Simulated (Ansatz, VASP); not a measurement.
## Tl in VASP and in Ansatz

```
Tl
1.0
     5.41113    0.00000    0.00000
    -2.70557    4.68618    0.00000
     0.00000    0.00000    3.31703
Tl
3
Direct
  0.00000 0.00000 0.00000
  0.33333 0.66667 0.50000
  0.66667 0.33333 0.50000
```

Alike in both runs: task relaxation of cell and atoms; functional RPBE; k mesh 7 × 7 × 10; occupations fermi-dirac, width 0.1 eV; no spin polarisation.

```csv
,VASP,Ansatz
version,VASP 6.6.1,Ansatz 0.2.0
potentials or method,"VASP PAW PBE potentials, release 64 (Tl_d), cutoff 600 eV","plane waves (420 eV) with PAW, scalar-relativistic"
valence electrons in the cell,39,39
```

|  | VASP | Ansatz | Ansatz less VASP |
| --- | --- | --- | --- |
| relaxed volume (Å³/atom) | 34.01 | 34.14 | +0.133 |
| relaxed cell length with the largest relative difference (Å) | 3.538 | 3.547 | +0.0092 |

VASP's potentials were made for PBE, not for RPBE.

Spin-orbit coupling is off throughout. Noted on VASP's run: the volume moved by over 15 % at a fixed basis, so the end points are rough.
